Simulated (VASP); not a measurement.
Here is a VASP 6.6.1 calculation.

Contents of INCAR:

```
SYSTEM = Ni
PREC = Accurate ; ENCUT = 600
EDIFF = 1E-6 ; ISMEAR = 0
SIGMA = 0.1 ; LREAL = .False.
LASPH = .True. ; NELM = 200
ALGO = Normal ; ISIF = 2
LWAVE = .False. ; LCHARG = .True.
ISPIN = 2 ; MAGMOM = 0.81
LORBIT = 11 ; LMAXMIX = 4
GGA = PE ; LELF = .True.
LVHAR = .True. ; NBANDS = 15
GGA_COMPAT = .False.
```

KPOINTS

```
regular mesh
0
Gamma
  10 10 10
  0 0 0
```

The input POSCAR:

```
Ni
1.0
    0.0000000000      1.7597920542      1.7597920542
    1.7597920542      0.0000000000      1.7597920542
    1.7597920542      1.7597920542      0.0000000000
Ni
1
Direct
    0.0000000000      0.0000000000      0.0000000000
```

Potentials or basis: VASP PAW PBE potentials, release 64 (Ni).

Launch:

```sh
$ cat potpaw_PBE.64/Ni/POTCAR > POTCAR
$ mpirun -np 1 vasp_std > vasp.out
```

(1) What does it give for the pressure?

(2) What does it give for the net moment?

Results:

(1) 0.2 GPa.

(2) 0.72 μB per cell.
